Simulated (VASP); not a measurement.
Pt, 1 atom in the cell. Symmetry: Fm-3m, No. 225, cubic system. Conventional cell: a = 3.931 Å, b = 3.931 Å, c = 3.931 Å, α = 90.00°, β = 90.00°, γ = 90.00°. Pt (site symmetry m-3m) has 12 Pt at 2.78 Å within 3.7 Å. 

- Program: VASP 6.6.1
- Task: single point
- Functional: r2SCAN
- Dispersion: D4
- Potentials or basis: VASP PAW PBE potentials, release 64 (Pt)
- Cutoff: 520 eV
- k mesh: 19 × 19 × 19
- Occupations: fermi-dirac, width 0.1 eV
- Spin: no spin polarisation
- Dipole correction: no
- Further INCAR settings: ALGO = Normal; EDIFF = 1e-07; NBANDS = 11

Potentials or basis: VASP PAW PBE potentials, release 64 (Pt).

Launch:

```bash
$ cat potpaw_PBE.64/Pt/POTCAR > POTCAR
$ cp INCAR.step1 INCAR
$ mpirun -np 1 vasp_std > vasp.out
$ cp INCAR.step2 INCAR
$ mpirun -np 1 vasp_std > vasp.out
```

Hardware: 1 thread of Intel Xeon 8259CL, on a shared host.

Problem. Estimate the wall time of this run.

Solution. Wall time 2.6 min on 1 thread of Intel Xeon 8259CL (shared host), peak memory 0.18 GiB. Counts: k points 220.
